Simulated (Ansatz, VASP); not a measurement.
**Si in VASP and in Ansatz**

```xyz
12
Lattice="7.0511 0.0000 0.0000 0.0000 6.2451 0.0000 0.0000 0.0000 7.2556" Properties=species:S:1:pos:R:3 pbc="T T T"
Si    2.4234    0.0000    0.0000
Si    1.1022    0.0000    3.6278
Si    4.6278    0.0000    0.0000
Si    5.9489    0.0000    3.6278
Si    4.7365    4.0189    0.7821
Si    5.8402    2.2262    4.4099
Si    5.8402    4.0189    2.8457
Si    4.7365    2.2262    6.4735
Si    2.3147    2.2262    6.4735
Si    1.2109    4.0189    2.8457
Si    1.2109    2.2262    4.4099
Si    2.3147    4.0189    0.7821
```

Alike in both runs: functional PBE; k mesh 4 × 4 × 4; occupations gaussian, width 0.1 eV; no spin polarisation.

Ansatz relaxed the structure, and its values are those at the end. VASP's run is a single point on that final structure, the one shown.

|  | VASP | Ansatz |
| --- | --- | --- |
| version | VASP 6.6.1 | Ansatz 0.2.0 |
| potentials or method | VASP PAW PBE potentials, release 64 (Si), cutoff 520 eV | scalar-relativistic, plane waves, PAW |
| valence electrons in the cell | 48 | 48 |

|  | VASP | Ansatz | Ansatz less VASP |
| --- | --- | --- | --- |
| gap on the k mesh at the Fermi level (eV) | 0.24 | 0.24 | +0.007 |
| least direct gap on the mesh (eV) | 0.24 | 0.24 | +0.007 |
| pressure (GPa) | -0.1 | -0.1 | +0.05 |
| rms of the force components (eV/Å) | 0.021 | 0.021 | 0.0000 |

The functional is the same, so the differences come from potentials, cutoffs and numerics.
